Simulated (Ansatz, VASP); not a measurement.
Si in VASP and in Ansatz

```
Si
1.0
     3.75000    0.00000    0.00000
    -1.87500    3.24760    0.00000
     0.00000    0.00000   28.00000
Si
2
Direct
  0.33333 0.66667 0.50511
  0.66667 0.33333 0.49489
```

Alike in both runs: task single point; functional PBE; k mesh 15 × 15 × 1; occupations gaussian, width 0.1 eV; no spin polarisation.

```csv
,VASP,Ansatz
version,VASP 6.6.1,Ansatz 0.2.0
potentials or method,"VASP PAW PBE potentials, release 64 (Si), cutoff 520 eV","scalar-relativistic, plane waves, PAW"
valence electrons in the cell,8,8
```

|  | VASP | Ansatz | Ansatz less VASP |
| --- | --- | --- | --- |
| gap on the k mesh at the Fermi level (eV) | none | none | - |
| rms of the force components (eV/Å) | 0.213 | 0.215 | +0.0016 |
| work function, face that differs most (eV) | 4.54 | 4.53 | -0.003 |

Atom by atom the forces differ by 0.002 eV/Å (rms over components). A gap of «none» marks a metal or a gap that the smearing closes.
